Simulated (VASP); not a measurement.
# BN (F-43m) in VASP: a series of runs

The runs below take BN through single point, with PBE, r2SCAN.

All numbers are computed with VASP 6.6.1; they aren't measurements. Logs are shortened: lines on timing, memory, paths and dates and some standing lists are left out, and cuts for length are marked.

## (1) The cell of the first run

Symmetry: F-43m, No. 216, cubic system. Conventional cell: a = 3.610 Å, b = 3.610 Å, c = 3.610 Å, α = 90.00°, β = 90.00°, γ = 90.00°. Within 2.1 Å of B (site symmetry -43m) lie 4 N at 1.56 Å. Within 2.1 Å of N (site symmetry -43m) lie 4 B at 1.56 Å.

## (2) Single point, PBE

INCAR

```
  ALGO = Normal
  EDIFF = 1E-6
  ENCUT = 520
  GGA = PE
  ISIF = 2
  ISMEAR = 0
  LASPH = True
  LCHARG = False
  LREAL = False
  LWAVE = False
  NBANDS = 11
  NELM = 80
  PREC = Accurate
  SIGMA = 0.01
```

KPOINTS

```
k-points
0
Gamma
  6 6 6
```

POSCAR

```
BN
1.0
    0.0000000000      1.8048254656      1.8048254656
    1.8048254656      0.0000000000      1.8048254656
    1.8048254656      1.8048254656      0.0000000000
B N
1 1
Direct
    0.0000000000      0.0000000000      0.0000000000
    0.2500000000      0.2500000000      0.2500000000
```

Potentials or basis: VASP PAW PBE potentials, release 64 (B, N).

Command:

```sh
cat potpaw_PBE.64/B/POTCAR potpaw_PBE.64/N/POTCAR > POTCAR
mpirun -np 1 vasp_std > vasp.out
```

OUTCAR:

```text
EDIFF = 1E-6
   ENCUT = 520
   GGA = PE
   ISIF = 2
   ISMEAR = 0
   LASPH = True
   LREAL = False
   NELM = 80
   PREC = Accurate

 ion  position               nearest neighbor table
   1  0.000  0.000  0.000-   2 1.56   2 1.56   2 1.56   2 1.56
   2  0.250  0.250  0.250-   1 1.56   1 1.56   1 1.56   1 1.56

  LATTYP: Found a face centered cubic cell.
 ALAT       =     3.6096509312

  Lattice vectors:

 A1 = (   0.0000000000,   1.8048254656,   1.8048254656)
 A2 = (   1.8048254656,   0.0000000000,   1.8048254656)
 A3 = (   1.8048254656,   1.8048254656,   0.0000000000)

Analysis of symmetry for initial positions (statically):
=====================================================================
 Subroutine PRICEL returns:
 Original cell was already a primitive cell.

 Routine SETGRP: Setting up the symmetry group for a
 face centered cubic supercell.

 Subroutine GETGRP returns: Found 24 space group operations
 (whereof 24 operations were pure point group operations)
 out of a pool of 48 trial point group operations.

The static configuration has the point symmetry T_d .

Analysis of symmetry for dynamics (positions and initial velocities):
=====================================================================
 Subroutine PRICEL returns:
 Original cell was already a primitive cell.

 Routine SETGRP: Setting up the symmetry group for a
 face centered cubic supercell.

 Subroutine GETGRP returns: Found 24 space group operations
 (whereof 24 operations were pure point group operations)
 out of a pool of 48 trial point group operations.

The dynamic configuration has the point symmetry T_d .

 Subroutine INISYM returns: Found 24 space group operations
 (whereof 24 operations are pure point group operations),
 and found     1 'primitive' translations

----------------------------------------------------------------------------------------

                                     Primitive cell

  volume of cell :      11.7581

  direct lattice vectors                    reciprocal lattice vectors
     0.000000000  1.804825466  1.804825466    -0.277035098  0.277035098  0.277035098
     1.804825466  0.000000000  1.804825466     0.277035098 -0.277035098  0.277035098
     1.804825466  1.804825466  0.000000000     0.277035098  0.277035098 -0.277035098

  length of vectors
     2.552408651  2.552408651  2.552408651     0.479838865  0.479838865  0.479838865

  position of ions in fractional coordinates (direct lattice)
[... 76 lines left out ...]
   ISIF   =      2    stress and relaxation
   ISYM   =      2    0-nonsym 1-usesym 2-fastsym
   POTIM  = 0.5000    time-step for ionic-motion
   TEBEG  =    0.0;   TEEND  =   0.0 temperature during run
   PSTRESS=    0.0 pullay stress
   NELECT =       8.0000    total number of electrons
   NUPDOWN=      -1.0000    fix difference up-down
   EMIN   =  10.00;   EMAX   =-10.00  energy-range for DOS
   EFERMI =   0.00;   METHOD = LEGACY
   ISMEAR =     0;   SIGMA  =   0.01  broadening in eV -4-tet -1-fermi 0-gaus
   EFERMI_NEDOS =   21; number of points for ismear=-14 and -15
   IALGO  =     38    algorithm
   IMIX   =      4    mixing-type and parameters
     AMIX     =   0.40;   BMIX     =  1.00
     AMIX_MAG =   1.60;   BMIX_MAG =  1.00
  volume/ion in A,a.u.               =       5.88        39.67
  Fermi-wavevector in a.u.,A,eV,Ry     =   1.439880  2.720979 28.208337  2.073254
  Thomas-Fermi vector in A             =   2.558686
   LORBIT       =      0    0 simple, 1 ext, 2 COOP (PROOUT), +10 PAW based schemes
   GGA     = PE    functional components
   LHFCALC =     F    Hartree Fock is set to
   AEXX    =    0.0000 exact exchange contribution
   IVDW    =     0    specifies the selected vdW correction
   LEPSILON=     F    determine dielectric tensor
   LRPA    =     F    only Hartree local field effects (RPA)
 non-spin polarized calculation
 Gauss-broadening in eV      SIGMA  =   0.01
  energy-cutoff  :      520.00
  volume of cell :       11.76
 maximum number of plane-waves:       332
   NGX =  9   NGY =  9   NGZ =  9

 number of electron       7.9999999 magnetization

 Free energy of the ion-electron system (eV)
  ---------------------------------------------------
  ext. energy  EPLUGINS =         0.00000000
  ---------------------------------------------------
  free energy    TOTEN  =       -17.44444535 eV

  energy without entropy =      -17.44444535  energy(sigma->0) =      -17.44444535

 E-fermi :   7.5444     XC(G=0): -12.8432

 val. band max:        7.4605868827   @ k =   0.0000   0.0000   0.0000
 cond. band min:      11.9226665183   @ k =   0.5000   0.5000   0.0000
 fundamental gap:      4.4620796356
 Fermi energy:         7.5444187685

 k-point     1 :       0.0000    0.0000    0.0000
  band No.  band energies     occupation
      1     -12.8219      2.00000
      2       7.4606      2.00000
      3       7.4606      2.00000
      4       7.4606      2.00000
      5      16.2994      0.00000
      6      16.2994      0.00000
      7      16.2994      0.00000
      8      17.8817      0.00000
      9      32.2944      0.00000
     10      35.2809      0.00000
     11      35.2809      0.00000
[... 197 lines left out ...]
 k-point    16 :      -0.3333    0.5000    0.1667
  band No.  band energies     occupation
      1      -6.9792      2.00000
      2      -0.7563      2.00000
      3       1.2408      2.00000
      4       1.2800      2.00000
      5      15.2471      0.00000
      6      19.5123      0.00000
      7      22.5998      0.00000
      8      24.3111      0.00000
      9      27.1006      0.00000
     10      33.4193      0.00000
     11      37.7228      0.00000

------------------------ aborting loop because EDIFF is reached ----------------------------------------

  FORCE on cell =-STRESS in cart. coord.  units (eV):
  Direction    XX          YY          ZZ          XY          YZ          ZX
  --------------------------------------------------------------------------------------
  -------------------------------------------------------------------------------------
  Total        0.3714018      0.3714018      0.3714018     -0.0000000      0.0000000     -0.0000000
  in kB       50.6079763     50.6079763     50.6079763     -0.0000000      0.0000000     -0.0000000
  external PRESSURE =      50.6079763 kB  Pullay stress =       0.0000000 kB

 VOLUME and BASIS-vectors are now :
 -----------------------------------------------------------------------------
  energy-cutoff  :      520.00
  volume of cell :       11.76
      direct lattice vectors                 reciprocal lattice vectors
     0.000000000  1.804825466  1.804825466    -0.277035098  0.277035098  0.277035098
     1.804825466  0.000000000  1.804825466     0.277035098 -0.277035098  0.277035098
     1.804825466  1.804825466  0.000000000     0.277035098  0.277035098 -0.277035098

 POSITION                                       TOTAL-FORCE (eV/Angst)
 -----------------------------------------------------------------------------------
      0.00000      0.00000      0.00000         0.000000      0.000000      0.000000
      0.90241      0.90241      0.90241        -0.000000     -0.000000      0.000000
 -----------------------------------------------------------------------------------
    total drift:                                0.000000      0.000000      0.000000

  FREE ENERGIE OF THE ION-ELECTRON SYSTEM (eV)
  ---------------------------------------------------
  free  energy   TOTEN  =       -17.4444453514 eV

  energy  without entropy=      -17.4444453514  energy(sigma->0) =      -17.44444535
```

stdout:

```text
POSCAR found type information on POSCAR B N
 POSCAR found :  2 types and       2 ions
 scaLAPACK will be used
 LDA part: xc-table for (Slater+PW92), standard interpolation
 POSCAR, INCAR and KPOINTS ok, starting setup
 FFT: planning ... GRIDC
 FFT: planning ... GRID_SOFT
 FFT: planning ... GRID
 WAVECAR not read
 entering main loop
```

Run time: 3.3 s. Hardware: 1 thread of AMD EPYC 7R43 (Zen 3), shared host; peak memory 0.08 GiB.

Results:

- Free energy: -17.4444 eV
- Pressure: 5.1 GPa
- Band gap on the k mesh: 4.46 eV, indirect (least direct gap 8.84 eV)

Levels at points of the mesh, in eV from the valence-band top:
```csv
k point,band 1,band 2,band 3,band 4,band 5,band 6,band 7,band 8,band 9
"(0.00, 0.00, 0.00)",-20.28,0.00,0.00,0.00,8.84,8.84,8.84,10.42,24.83
"(0.50, 0.00, 0.00)",-16.04,-10.73,-1.95,-1.95,10.20,10.73,10.73,15.30,23.52
"(0.50, 0.50, 0.00)",-14.67,-8.95,-4.93,-4.93,4.46,9.25,17.99,17.99,20.86
```

Caveat: the k points lie up to 0.50 Å⁻¹ apart. A k mesh can miss the band edges.

## (3) Single point, PBE

INCAR

```
PREC = Accurate ; ENCUT = 520
EDIFF = 1E-7 ; ISMEAR = -1
SIGMA = 0.02 ; LREAL = F
LASPH = T ; NELM = 60
ALGO = Normal ; ISIF = 2
LWAVE = F ; LCHARG = F
GGA = PE ; NBANDS = 11
```

KPOINTS

```
regular mesh
0
Gamma
  12 12 12
```

POSCAR is that of step 2.

Potentials or basis: VASP PAW PBE potentials, release 64 (B, N).

Command:

```sh
cat potpaw_PBE.64/B/POTCAR potpaw_PBE.64/N/POTCAR > POTCAR
mpirun -np 1 vasp_std > vasp.out
```

OUTCAR:

```text
PREC = Accurate
   ENCUT = 520
   EDIFF = 1E-7
   ISMEAR = -1
   LREAL = F
   LASPH = T
   NELM = 60
   ISIF = 2
   GGA = PE

 ion  position               nearest neighbor table
   1  0.000  0.000  0.000-   2 1.56   2 1.56   2 1.56   2 1.56
   2  0.250  0.250  0.250-   1 1.56   1 1.56   1 1.56   1 1.56

  LATTYP: Found a face centered cubic cell.
 ALAT       =     3.6096509312

  Lattice vectors:

 A1 = (   0.0000000000,   1.8048254656,   1.8048254656)
 A2 = (   1.8048254656,   0.0000000000,   1.8048254656)
 A3 = (   1.8048254656,   1.8048254656,   0.0000000000)

Analysis of symmetry for initial positions (statically):
=====================================================================
 Subroutine PRICEL returns:
 Original cell was already a primitive cell.

 Routine SETGRP: Setting up the symmetry group for a
 face centered cubic supercell.

 Subroutine GETGRP returns: Found 24 space group operations
 (whereof 24 operations were pure point group operations)
 out of a pool of 48 trial point group operations.

[... 162 lines left out ...]

 val. band max:        7.4577112864   @ k =   0.0000   0.0000   0.0000
 cond. band min:      11.9217646169   @ k =   0.5000   0.5000   0.0000
 fundamental gap:      4.4640533305
 Fermi energy:         7.9420518671

 k-point     1 :       0.0000    0.0000    0.0000
  band No.  band energies     occupation
      1     -12.8236      2.00000
      2       7.4577      2.00000
      3       7.4577      2.00000
      4       7.4577      2.00000
      5      16.2988      0.00000
      6      16.2988      0.00000
      7      16.2988      0.00000
      8      17.8795      0.00000
      9      32.2937      0.00000
     10      35.2804      0.00000
     11      35.2804      0.00000
[... 309 lines left out ...]
 k-point    24 :      -0.4167    0.1667    0.0000
  band No.  band energies     occupation
      1      -8.2202      2.00000
      2      -2.5773      2.00000
      3       3.3200      2.00000
      4       4.8793      2.00000
      5      16.7941      0.00000
      6      19.7198      0.00000
      7      19.7345      0.00000
      8      23.2067      0.00000
      9      28.5671      0.00000
     10      32.8642      0.00000
     11      34.2279      0.00000

 [... further k-points ...]
[... 5 lines left out ...]
  --------------------------------------------------------------------------------------
  -------------------------------------------------------------------------------------
  Total        0.3683346      0.3683346      0.3683346      0.0000000     -0.0000000     -0.0000000
  in kB       50.1900256     50.1900256     50.1900256      0.0000000     -0.0000000     -0.0000000
  external PRESSURE =      50.1900256 kB  Pullay stress =       0.0000000 kB

 VOLUME and BASIS-vectors are now :
 -----------------------------------------------------------------------------
  energy-cutoff  :      520.00
  volume of cell :       11.76
      direct lattice vectors                 reciprocal lattice vectors
     0.000000000  1.804825466  1.804825466    -0.277035098  0.277035098  0.277035098
     1.804825466  0.000000000  1.804825466     0.277035098 -0.277035098  0.277035098
     1.804825466  1.804825466  0.000000000     0.277035098  0.277035098 -0.277035098

 POSITION                                       TOTAL-FORCE (eV/Angst)
 -----------------------------------------------------------------------------------
      0.00000      0.00000      0.00000        -0.000000     -0.000000     -0.000000
      0.90241      0.90241      0.90241         0.000000      0.000000      0.000000
 -----------------------------------------------------------------------------------
    total drift:                                0.000000      0.000000      0.000000

  FREE ENERGIE OF THE ION-ELECTRON SYSTEM (eV)
  ---------------------------------------------------
  free  energy   TOTEN  =       -17.4483462121 eV

  energy  without entropy=      -17.4483462121  energy(sigma->0) =      -17.44834621
```

stdout:

```text
POSCAR found type information on POSCAR B N
 POSCAR found :  2 types and       2 ions
 scaLAPACK will be used
 LDA part: xc-table for (Slater+PW92), standard interpolation
 POSCAR, INCAR and KPOINTS ok, starting setup
 FFT: planning ... GRIDC
 FFT: planning ... GRID_SOFT
 FFT: planning ... GRID
 WAVECAR not read
 entering main loop
```

Run time: 11 s. Hardware: 1 thread of AMD EPYC 7R43 (Zen 3), shared host; peak memory 0.09 GiB.

What came out:

| Item | Value |
| --- | --- |
| Free energy | -17.4483 eV |
| Pressure | 5.0 GPa |
| Band gap on the k mesh | 4.46 eV, indirect (least direct gap 8.84 eV) |

## (4) Single point, r2SCAN

POSCAR is that of step 3.

INCAR.step1

```
PREC     = Accurate       # precision mode
ENCUT    = 520            # plane-wave cutoff, eV
ISMEAR   = -1             # smearing method
SIGMA    = 0.02           # smearing width, eV
LREAL    = F              # projectors in reciprocal space
LASPH    = T              # aspherical terms in the spheres
NELM     = 100            # most SCF steps
NBANDS   = 11             # bands
GGA      = PE             # functional
ALGO     = Normal         # electronic algorithm
EDIFF    = 1E-4           # SCF threshold, eV
LWAVE    = T              # write WAVECAR
LCHARG   = F              # write CHGCAR
```

INCAR.step2

```
PREC     = Accurate       # precision mode
ENCUT    = 520            # plane-wave cutoff, eV
EDIFF    = 1E-7           # SCF threshold, eV
ISMEAR   = -1             # smearing method
SIGMA    = 0.02           # smearing width, eV
LREAL    = F              # projectors in reciprocal space
LASPH    = T              # aspherical terms in the spheres
NELM     = 100            # most SCF steps
ALGO     = Normal         # electronic algorithm
ISIF     = 2              # what is computed and relaxed
LWAVE    = F              # write WAVECAR
LCHARG   = F              # write CHGCAR
METAGGA  = R2SCAN         # meta-GGA
LMIXTAU  = T            
NBANDS   = 11             # bands
ISTART   = 1
```

KPOINTS

```
Automatic mesh
0
Gamma
  10 10 10
```

Command:

```sh
cat potpaw_PBE.64/B/POTCAR potpaw_PBE.64/N/POTCAR > POTCAR
cp INCAR.step1 INCAR
mpirun -np 1 vasp_std > vasp.out
cp INCAR.step2 INCAR
mpirun -np 1 vasp_std > vasp.out
```

It took 31 s on 1 thread of AMD EPYC 7R43 (Zen 3), shared host; peak memory 0.09 GiB.

The run converged. Its results:

* Free energy: -19.1716 eV
* Pressure: 1.1 GPa
* Band gap on the k mesh: 4.98 eV, indirect (least direct gap 9.55 eV)

Levels at points of the mesh, in eV from the valence-band top:
| k point | band 2 | band 3 | band 4 | band 5 | band 6 | band 7 |
| --- | --- | --- | --- | --- | --- | --- |
| (0.00, 0.00, 0.00) | 0.00 | 0.00 | 0.00 | 9.55 | 9.55 | 9.55 |
| (0.50, 0.00, 0.00) | -11.12 | -2.02 | -2.02 | 10.85 | 11.49 | 11.49 |
| (0.50, 0.50, 0.00) | -9.35 | -5.12 | -5.12 | 4.98 | 9.84 | 19.33 |

Caveat: the PAW data sets were made with another functional, which shifts forces and pressure a little.

## (5) The runs side by side

| level | k mesh | smearing | gap on the mesh (eV) | pressure (GPa) |
| --- | --- | --- | --- | --- |
| PBE | 6 × 6 × 6 | gaussian 0.01 eV | 4.46 | 5.1 |
| PBE | 12 × 12 × 12 | fermi-dirac 0.02 eV | 4.46 | 5.0 |
| r2SCAN | 10 × 10 × 10 | fermi-dirac 0.02 eV | 4.98 | 1.1 |

Alike in all rows: task single point; potentials or basis VASP PAW PBE potentials, release 64 (B, N); no spin polarisation; cell a = 2.552 Å, angles 60.0°, 2 atoms; cutoff (eV) 520.

Caveats: some runs use coarse meshes; the PAW data sets were made with another functional, which shifts forces and pressure a little (some runs).

Absolute energies hang on the potentials; compare differences alone.
